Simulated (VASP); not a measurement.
# MoS3 (P-62m) in VASP: single point with PBE

Aim: the single point of MoS3 with PBE.

All numbers are computed with VASP 6.6.1; they aren't measurements. Logs are shortened: lines on timing, memory, paths and dates and some standing lists are left out, and cuts for length are marked.

**1. The cell of the first run**

The structure is hexagonal, space group P-62m (No. 189). The conventional cell has a = 6.832 Å, b = 6.832 Å, c = 2.883 Å, α = 90.00°, β = 90.00°, γ = 120.00°. Mo (site symmetry -62m) has 6 S at 2.37 Å and 2 Mo at 2.88 Å within 3.1 Å. S (site symmetry m2m) has 2 Mo at 2.37 Å and 2 S at 2.88 Å within 3.1 Å.

**2. Single point, PBE**

Contents of INCAR:

```
SYSTEM = MoS3
  PREC = Accurate
  ENCUT = 520
  EDIFF = 1E-7
  ISMEAR = 0
  SIGMA = 0.1
  LREAL = .FALSE.
  LASPH = .TRUE.
  NELM = 60
  ALGO = Normal
  ISIF = 2
  LWAVE = .FALSE.
  LCHARG = .TRUE.
  GGA = PE
  LELF = .TRUE.
  LVHAR = .TRUE.
  NBANDS = 24
```

Contents of KPOINTS:

```
regular mesh
0
G
  12 12 16
  0 0 0
```

Contents of POSCAR:

```
MoS3
1.0
    6.8323023976      0.0000000000      0.0000000000
   -3.4161511988      5.9169474427      0.0000000000
    0.0000000000      0.0000000000      2.8826697916
Mo S
1 3
Direct
    0.0000000000      0.0000000000      0.0000000000
    0.7247546958      0.0000000000      0.5000000000
    0.0000000000      0.7247546958      0.5000000000
    0.2752453042      0.2752453042      0.5000000000
```

Potentials or basis: VASP PAW PBE potentials, release 64 (Mo_sv, S).

Run with:

```bash
> cat potpaw_PBE.64/Mo_sv/POTCAR potpaw_PBE.64/S/POTCAR > POTCAR
> mpirun -np 1 vasp_std > vasp.out
```

OUTCAR:

```text
SYSTEM = MoS3
   PREC = Accurate
   ENCUT = 520
   EDIFF = 1E-7
   ISMEAR = 0
   LREAL = .FALSE.
   LASPH = .TRUE.
   NELM = 60
   ISIF = 2
   GGA = PE

 ion  position               nearest neighbor table
   1  0.000  0.000  0.000-   2 2.37   2 2.37   4 2.37   3 2.37   3 2.37   4 2.37
   2  0.725  0.000  0.500-   1 2.37   1 2.37
   3  0.000  0.725  0.500-   1 2.37   1 2.37
   4  0.275  0.275  0.500-   1 2.37   1 2.37

  LATTYP: Found a hexagonal cell.
 ALAT       =     6.8323023976
 C/A-ratio  =     0.4219177700

  Lattice vectors:

 A1 = (   6.8323023976,   0.0000000000,   0.0000000000)
 A2 = (  -3.4161511988,   5.9169474427,   0.0000000000)
 A3 = (   0.0000000000,   0.0000000000,   2.8826697916)

Analysis of symmetry for initial positions (statically):
=====================================================================
 Subroutine PRICEL returns:
 Original cell was already a primitive cell.

 Routine SETGRP: Setting up the symmetry group for a
 hexagonal supercell.

 Subroutine GETGRP returns: Found 12 space group operations
 (whereof 12 operations were pure point group operations)
 out of a pool of 24 trial point group operations.

The static configuration has the point symmetry D_3h.

Analysis of symmetry for dynamics (positions and initial velocities):
=====================================================================
 Subroutine PRICEL returns:
 Original cell was already a primitive cell.

 Routine SETGRP: Setting up the symmetry group for a
 hexagonal supercell.

 Subroutine GETGRP returns: Found 12 space group operations
 (whereof 12 operations were pure point group operations)
 out of a pool of 24 trial point group operations.

The dynamic configuration has the point symmetry D_3h.

 Subroutine INISYM returns: Found 12 space group operations
 (whereof 12 operations are pure point group operations),
 and found     1 'primitive' translations

----------------------------------------------------------------------------------------

                                     Primitive cell

  volume of cell :     116.5359

  direct lattice vectors                    reciprocal lattice vectors
     6.832302398  0.000000000  0.000000000     0.146363545  0.084503032  0.000000000
    -3.416151199  5.916947443  0.000000000     0.000000000  0.169006064  0.000000000
     0.000000000  0.000000000  2.882669792     0.000000000  0.000000000  0.346900642

  length of vectors
     6.832302398  6.832302398  2.882669792     0.169006064  0.169006064  0.346900642

  position of ions in fractional coordinates (direct lattice)
     0.000000000  0.000000000  0.000000000
     0.724754696  0.000000000  0.500000000
     1.000000000  0.724754696  0.500000000
     0.275245304  0.275245304  0.500000000

  ion indices of the primitive-cell ions
   primitive index   ion index
                 1           1
                 2           2
                 3           3
                 4           4

----------------------------------------------------------------------------------------

 KPOINTS: regular mesh

Automatic generation of k-mesh.
 Grid dimensions read from file:
 generate k-points for:   12   12   16

 Generating k-lattice:

  Cartesian coordinates                     Fractional coordinates (reciprocal lattice)
     0.012196962  0.007041919  0.000000000     0.083333333 -0.000000000  0.000000000
     0.000000000  0.014083839  0.000000000     0.000000000  0.083333333  0.000000000
     0.000000000  0.000000000  0.021681290     0.000000000  0.000000000  0.062500000

  Length of vectors
     0.014083839  0.014083839  0.021681290

  Shift w.r.t. Gamma in fractional coordinates (k-lattice)
     0.000000000  0.000000000  0.000000000

 Subroutine IBZKPT returns following result:
 ===========================================

 Found    171 irreducible k-points:

 Following reciprocal coordinates:
            Coordinates               Weight
  0.000000  0.000000  0.000000      1.000000
  0.083333 -0.000000  0.000000      6.000000
  0.166667  0.000000  0.000000      6.000000
  0.250000 -0.000000  0.000000      6.000000
  0.333333 -0.000000  0.000000      6.000000
  0.416667  0.000000  0.000000      6.000000
[... 16 lines left out ...]
  0.250000 -0.000000  0.062500     12.000000
  0.333333 -0.000000  0.062500     12.000000
 [... further k-points ...]
   k-points           NKPTS =    171   k-points in BZ     NKDIM =    171   number of bands    NBANDS=     24
   number of dos      NEDOS =    301   number of ions     NIONS =      4
   total plane-waves  NPLWV =  69984
   dimension x,y,z NGX =    54 NGY =   54 NGZ =   24
   dimension x,y,z NGXF=   108 NGYF=  108 NGZF=   48
   ions per type =               1   3
   NGX,Y,Z   is equivalent  to a cutoff of  13.14, 13.14, 13.84 a.u.
   NGXF,Y,Z  is equivalent  to a cutoff of  26.28, 26.28, 27.68 a.u.
 SYSTEM =  MoS3
   PREC   = accura    normal or accurate (medium, high low for compatibility)
   ISTART =      0    job   : 0-new  1-cont  2-samecut
   ICHARG =      2    charge: 1-file 2-atom 10-const
   ISPIN  =      1    spin polarized calculation?
   LNONCOLLINEAR =      F non collinear calculations
   LSORBIT =      F    spin-orbit coupling
   LASPH  =      T    aspherical Exc in radial PAW
   ENCUT  =  520.0 eV  38.22 Ry    6.18 a.u.  12.70 12.70  5.36*2*pi/ulx,y,z
   NELM   =     60;   NELMIN=  2; NELMDL= -5     # of ELM steps
   EDIFF  = 0.1E-06   stopping-criterion for ELM
   LREAL  =      F    real-space projection
   EDIFFG = 0.1E-05   stopping-criterion for IOM
   NSW    =      0    number of steps for IOM
   IBRION =     -1    ionic relax: 0-MD 1-quasi-New 2-CG
   NFREE  =      0    steps in history (QN), initial steepest desc. (CG)
   ISIF   =      2    stress and relaxation
   ISYM   =      2    0-nonsym 1-usesym 2-fastsym
   POTIM  = 0.5000    time-step for ionic-motion
   TEBEG  =    0.0;   TEEND  =   0.0 temperature during run
   PSTRESS=    0.0 pullay stress
   NELECT =      32.0000    total number of electrons
   NUPDOWN=      -1.0000    fix difference up-down
   EMIN   =  10.00;   EMAX   =-10.00  energy-range for DOS
   EFERMI =   0.00;   METHOD = LEGACY
   ISMEAR =     0;   SIGMA  =   0.10  broadening in eV -4-tet -1-fermi 0-gaus
   EFERMI_NEDOS =   21; number of points for ismear=-14 and -15
   IALGO  =     38    algorithm
   IMIX   =      4    mixing-type and parameters
     AMIX     =   0.40;   BMIX     =  1.00
     AMIX_MAG =   1.60;   BMIX_MAG =  1.00
  volume/ion in A,a.u.               =      29.13       196.61
  Fermi-wavevector in a.u.,A,eV,Ry     =   1.064073  2.010807 15.405227  1.132252
  Thomas-Fermi vector in A             =   2.199580
   LORBIT       =      0    0 simple, 1 ext, 2 COOP (PROOUT), +10 PAW based schemes
   GGA     = PE    functional components
   LHFCALC =     F    Hartree Fock is set to
   AEXX    =    0.0000 exact exchange contribution
   IVDW    =     0    specifies the selected vdW correction
   LEPSILON=     F    determine dielectric tensor
   LRPA    =     F    only Hartree local field effects (RPA)
 non-spin polarized calculation
 Gauss-broadening in eV      SIGMA  =   0.10
  energy-cutoff  :      520.00
  volume of cell :      116.54
 maximum number of plane-waves:      3168
 NGX is ok and might be reduce to    54
   NGX = 25   NGY = 25   NGZ = 11

 number of electron      31.9999997 magnetization

 Free energy of the ion-electron system (eV)
  ---------------------------------------------------
  ext. energy  EPLUGINS =         0.00000000
  ---------------------------------------------------
  free energy    TOTEN  =       -24.72007915 eV

  energy without entropy =      -24.71605338  energy(sigma->0) =      -24.71806627

 E-fermi :   1.9759     XC(G=0):  -7.8747

 val. band max:        1.9465898151   @ k =   0.3333   0.3333   0.5000
 cond. band min:       2.0120930366   @ k =   0.5000  -0.0000   0.5000
 fundamental gap:      0.0655032215
 Fermi energy:         1.9759167850

 k-point     1 :       0.0000    0.0000    0.0000
  band No.  band energies     occupation
      1     -59.8696      2.00000
      2     -34.0205      2.00000
      3     -34.0205      2.00000
      4     -33.6178      2.00000
      5     -11.8340      2.00000
      6     -10.7545      2.00000
[... 16 lines left out ...]
     23       9.6332      0.00000
     24       9.6333      0.00000

 k-point     2 :       0.0833   -0.0000    0.0000
  band No.  band energies     occupation
      1     -59.8696      2.00000
      2     -34.0205      2.00000
      3     -34.0205      2.00000
      4     -33.6178      2.00000
      5     -11.8304      2.00000
      6     -10.7583      2.00000
[... 16 lines left out ...]
     23       9.5913      0.00000
     24       9.6336      0.00000

 k-point     3 :       0.1667    0.0000    0.0000
  band No.  band energies     occupation
      1     -59.8696      2.00000
      2     -34.0205      2.00000
      3     -34.0205      2.00000
      4     -33.6178      2.00000
      5     -11.8204      2.00000
      6     -10.7689      2.00000
[... 16 lines left out ...]
     23       9.4278      0.00000
     24       9.6372      0.00000

 k-point     4 :       0.2500   -0.0000    0.0000
  band No.  band energies     occupation
      1     -59.8695      2.00000
      2     -34.0205      2.00000
      3     -34.0205      2.00000
      4     -33.6178      2.00000
      5     -11.8063      2.00000
      6     -10.7837      2.00000
[... 16 lines left out ...]
     23       9.2048      0.00000
     24       9.6386      0.00000

 k-point     5 :       0.3333   -0.0000    0.0000
  band No.  band energies     occupation
      1     -59.8696      2.00000
      2     -34.0205      2.00000
      3     -34.0205      2.00000
      4     -33.6178      2.00000
      5     -11.7918      2.00000
      6     -10.7991      2.00000
[... 451 lines left out ...]
 k-point    22 :       0.1667    0.0000    0.0625
  band No.  band energies     occupation
      1     -59.8672      2.00000
      2     -34.0171      2.00000
      3     -34.0171      2.00000
      4     -33.6435      2.00000
      5     -11.7585      2.00000
      6     -10.7388      2.00000
[... 16 lines left out ...]
     23       9.5174      0.00000
     24       9.7375      0.00000

 k-point    23 :       0.2500   -0.0000    0.0625
  band No.  band energies     occupation
      1     -59.8671      2.00000
      2     -34.0171      2.00000
      3     -34.0171      2.00000
      4     -33.6435      2.00000
      5     -11.7445      2.00000
      6     -10.7535      2.00000
[... 16 lines left out ...]
     23       9.2871      0.00000
     24       9.7335      0.00000

 k-point    24 :       0.3333   -0.0000    0.0625
  band No.  band energies     occupation
      1     -59.8671      2.00000
      2     -34.0171      2.00000
      3     -34.0171      2.00000
      4     -33.6435      2.00000
      5     -11.7299      2.00000
      6     -10.7688      2.00000
[... 16 lines left out ...]
     23       9.0907      0.00000
     24       9.7085      0.00000

 [... further k-points ...]
[... 5 lines left out ...]
  --------------------------------------------------------------------------------------
  -------------------------------------------------------------------------------------
  Total       -0.0655875     -0.0655875     -0.0337359      0.0000000      0.0000000      0.0000000
  in kB       -0.9017199     -0.9017199     -0.4638139      0.0000000      0.0000000      0.0000000
  external PRESSURE =      -0.7557512 kB  Pullay stress =       0.0000000 kB

 VOLUME and BASIS-vectors are now :
 -----------------------------------------------------------------------------
  energy-cutoff  :      520.00
  volume of cell :      116.54
      direct lattice vectors                 reciprocal lattice vectors
     6.832302398  0.000000000  0.000000000     0.146363545  0.084503032  0.000000000
    -3.416151199  5.916947443  0.000000000     0.000000000  0.169006064  0.000000000
     0.000000000  0.000000000  2.882669792     0.000000000  0.000000000  0.346900642

 POSITION                                       TOTAL-FORCE (eV/Angst)
 -----------------------------------------------------------------------------------
      0.00000      0.00000      0.00000        -0.000000      0.000000      0.000000
      4.95174      0.00000      1.44133         0.015963      0.000000      0.000000
     -2.47587      4.28834      1.44133        -0.007981      0.013824     -0.000000
      0.94028      1.62861      1.44133        -0.007981     -0.013824      0.000000
 -----------------------------------------------------------------------------------
    total drift:                                0.000000      0.000001     -0.000000

  FREE ENERGIE OF THE ION-ELECTRON SYSTEM (eV)
  ---------------------------------------------------
  free  energy   TOTEN  =       -24.7200791539 eV

  energy  without entropy=      -24.7160533845  energy(sigma->0) =      -24.71806627
```

It took 3.5 min on 1 thread of Intel Xeon 6975P-C (Granite Rapids), shared host; peak memory 0.54 GiB.

Results:

* Free energy: -24.7201 eV
* Pressure: -0.1 GPa
* Largest force: 0.016 eV/Å
* Band gap on the k mesh: 0.07 eV, indirect (least direct gap 0.10 eV)

Forces in eV/Å, atoms in the order of the input:
```
Mo   0.000  0.000  0.000
S    0.016  0.000  0.000
S   -0.008  0.014  0.000
S   -0.008 -0.014  0.000
```
